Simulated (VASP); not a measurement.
A run of VASP 6.6.1:

Contents of INCAR:

```
ALGO = Normal
EDIFF = 1E-7
EDIFFG = -0.05
ENCUT = 600
GGA = PS
GGA_COMPAT = False
IBRION = 2
ISIF = 3
ISMEAR = 0
LASPH = True
LCHARG = False
LREAL = False
LWAVE = False
NELM = 120
NELMIN = 4
NSW = 80
PREC = Accurate
SIGMA = 0.1
```

The input KPOINTS:

```
k-points
0
Gamma
  6 6 4
```

The input POSCAR:

```
AlN
1.0
    3.5028847857      0.0000000000      0.0000000000
   -1.7514423928      3.0335872109      0.0000000000
    0.0000000000      0.0000000000      5.7507614063
Al N
2 2
Direct
    0.6666666667      0.3333333333      0.5002244459
    0.3333333333      0.6666666667      0.0002244459
    0.6666666667      0.3333333333      0.8747765541
    0.3333333333      0.6666666667      0.3747765541
```

Potentials or basis: VASP PAW PBE potentials, release 64 (Al, N).

Run with:

```console
$ cat potpaw_PBE.64/Al/POTCAR potpaw_PBE.64/N/POTCAR > POTCAR
$ mpirun -np 1 vasp_std > vasp.out
```

Hardware: 1 thread of Intel(R) Xeon(R) 6975P-C (Granite Rapids), with other jobs on the host.

Q: How long does it take, and how much memory?

A: Wall time 41 s on 1 thread of Intel(R) Xeon(R) 6975P-C (Granite Rapids) (shared host), peak memory 0.19 GiB. Counts: scf iterations 66, k points 21, ion steps 8.
